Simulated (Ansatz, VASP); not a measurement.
**One calculation of Si2WC3, two programs**

```xyz
6
Lattice="4.2857 0.0000 0.0000 -2.1428 3.7115 0.0000 0.0000 0.0000 6.6086" Properties=species:S:1:pos:R:3 pbc="T T T"
Si    0.0000    2.4743    0.0000
Si    2.1428    1.2372    0.0000
W     0.0000    0.0000    3.3043
C     0.0000    0.0000    5.2846
C     0.0000    0.0000    1.3239
C     0.0000    0.0000    0.0000
```

Alike in both runs: functional PBE; k mesh 5 × 5 × 3; occupations gaussian, width 0.2 eV; no spin polarisation.

Ansatz relaxed the structure, and its values are those at the end. VASP's run is a single point on that final structure, the one shown.

```csv
,VASP,Ansatz
version,VASP 6.6.1,Ansatz 0.2.0
potentials or method,"VASP PAW PBE potentials, release 64 (Si, W_sv, C), cutoff 600 eV","scalar-relativistic, plane waves, PAW"
valence electrons in the cell,34,34
```

|  | VASP | Ansatz | Ansatz less VASP |
| --- | --- | --- | --- |
| gap on the k mesh at the Fermi level (eV) | none | none | - |
| pressure (GPa) | 0.4 | 0.4 | +0.01 |
| rms of the force components (eV/Å) | 0.004 | 0.003 | -0.0015 |

A gap of «none» marks a metal or a gap that the smearing closes.

Neither program's run includes spin-orbit coupling.
